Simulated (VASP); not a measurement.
Here is a VASP 6.6.1 calculation.

File INCAR:

```
SYSTEM = Hg
  ALGO = Normal
  EDIFF = 1E-6
  ENCUT = 520
  GGA = PE
  ISIF = 2
  ISMEAR = -1
  LASPH = .True.
  LCHARG = .True.
  LELF = .True.
  LREAL = .False.
  LVHAR = .True.
  LWAVE = .False.
  NBANDS = 12
  NELM = 100
  PREC = Accurate
  SIGMA = 0.1
```

Contents of KPOINTS:

```
k-points
0
Gamma
  17 17 17
  0 0 0
```

The input POSCAR:

```
Hg
1.0
    1.9916969592      1.1499067755      1.8923603282
   -1.9916969592      1.1499067755      1.8923603282
    0.0000000000     -2.2998135511      1.8923603281
Hg
1
Direct
    0.0000000000      1.0000000000      0.0000000000
```

Potentials or basis: VASP PAW PBE potentials, release 64 (Hg).

Run with:

```sh
$ cat potpaw_PBE.64/Hg/POTCAR > POTCAR
$ mpirun -np 1 vasp_std > vasp.out
```

Question: Estimate the pressure.

Answer: 3.7 GPa.

Question: What does it give for the band gap on the k mesh?

Answer: Zero (bands 6 and 7 overlap by 4.56 eV).

Stress tensor (GPa, compression positive):
```
3.40 0.00 0.00
0.00 3.40 0.00
0.00 0.00 4.17
```

Caveat: the cell stands under pressure; spin-orbit coupling is left out, which moves the levels of the heavy elements.
